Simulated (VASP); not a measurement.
Wanted: the native input for a VASP 6.6.1 run.

```yaml
Task: single point
Functional: LDA
Potentials_or_basis: VASP PAW LDA potentials, release 64 (Na_pv, Mg, F)
Cutoff: 520 eV
k_mesh: 6 × 6 × 6
Occupations: gaussian, width 0.05 eV
Spin: no spin polarisation
Dipole_correction: no
Further_INCAR_settings: ALGO = Normal; EDIFF = 1e-06; NBANDS = 23
```

The structure of NaMgF3 lies in POSCAR:

```
NaMgF3
1.0
    3.5557551000      0.0000000000      0.0000000000
    0.0000000000      4.3459229000      0.0000000000
    0.0000000000      0.0000000000      3.9508390000
Na Mg F
1 1 3
Direct
    0.0000000000      0.0000000000      0.0000000000
    0.5000000000      0.5000000000      0.5000000000
    0.5000000000      0.5000000000      0.0000000000
    0.5000000000      0.0000000000      0.5000000000
    0.0000000000      0.5000000000      0.5000000000
```

This cell differs from its parent crystal: strain -0.1000 x Voigt [1, -1, 0, 0, 0, 0].

One way to write it, as run:

INCAR

```
  PREC = Accurate
  ENCUT = 520
  EDIFF = 1E-6
  ISMEAR = 0
  SIGMA = 0.05
  LREAL = F
  LASPH = T
  NELM = 100
  ALGO = Normal
  ISIF = 2
  LWAVE = F
  LCHARG = F
  NBANDS = 23
```

KPOINTS

```
Automatic mesh
0
Gamma
  6 6 6
```

Potentials or basis: VASP PAW LDA potentials, release 64 (Na_pv, Mg, F).

Launch:

```sh
$ cat potpaw_LDA.64/Na_pv/POTCAR potpaw_LDA.64/Mg/POTCAR potpaw_LDA.64/F/POTCAR > POTCAR
$ mpirun -np 1 vasp_std > vasp.out
```

It gave:

```
Pressure               : -2.9 GPa
Band gap on the k mesh : 5.48 eV, indirect (least direct gap 5.94 eV)
```

Caveat: the cell differs from its parent crystal (strain -0.1000 x Voigt [1, -1, 0, 0, 0, 0]).

Wall time 43 s on 1 thread of Intel(R) Xeon(R) Platinum 8488C (Sapphire Rapids), with other jobs on the host, peak memory 0.2 GiB.
